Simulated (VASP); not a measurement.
Write the native input for VASP 6.6.1 that does the following.

```yaml
Task: single point
Functional: PBEsol
Potentials_or_basis: VASP PAW PBE potentials, release 64 (Ti_sv)
Cutoff: 520 eV
k_mesh: 20 × 20 × 20
Occupations: gaussian, width 0.15 eV
Spin: no spin polarisation
Dipole_correction: no
Further_INCAR_settings: ALGO = Normal; EDIFF = 1e-07; NBANDS = 12
```

The structure of Ti lies in POSCAR:

```
Ti
1.0
   -1.6163850000      1.6163850000      1.6656150000
    1.6163850000     -1.6163850000      1.6656150000
    1.6163850000      1.6163850000     -1.6656150000
Ti
1
Direct
    0.0000000000      0.0000000000      0.0000000000
```

This cell differs from its parent crystal: strain -0.015 along x and y, +0.015 along z.

One way to write it, as run:

INCAR

```
ALGO     = Normal         # electronic algorithm
EDIFF    = 1E-7           # SCF threshold, eV
ENCUT    = 520            # plane-wave cutoff, eV
GGA      = PS             # functional
ISIF     = 2              # what is computed and relaxed
ISMEAR   = 0              # smearing method
LASPH    = T              # aspherical terms in the spheres
LCHARG   = F              # write CHGCAR
LREAL    = F              # projectors in reciprocal space
LWAVE    = F              # write WAVECAR
NBANDS   = 12             # bands
NELM     = 100            # most SCF steps
PREC     = Accurate       # precision mode
SIGMA    = 0.15           # smearing width, eV
```

KPOINTS

```
k-points
0
Gamma
  20 20 20
```

Potentials or basis: VASP PAW PBE potentials, release 64 (Ti_sv).

The run is started by

```console
$ cat potpaw_PBE.64/Ti_sv/POTCAR > POTCAR
$ mpirun -np 1 vasp_std > vasp.out
```

Results of the run:

```yaml
Pressure: -5.4 GPa
Band_gap_on_the_k_mesh: zero (band 6 reaches 8.90 eV, above the bottom of band 7 at 7.30 eV)
```

Caveat: the cell differs from its parent crystal (strain -0.015 along x and y, +0.015 along z); the PAW data sets were made with another functional, which shifts forces and pressure a little.

It took 45 s on 1 thread of Intel(R) Xeon(R) Platinum 8559C (Emerald Rapids), with other jobs on the host, peak memory 0.24 GiB.
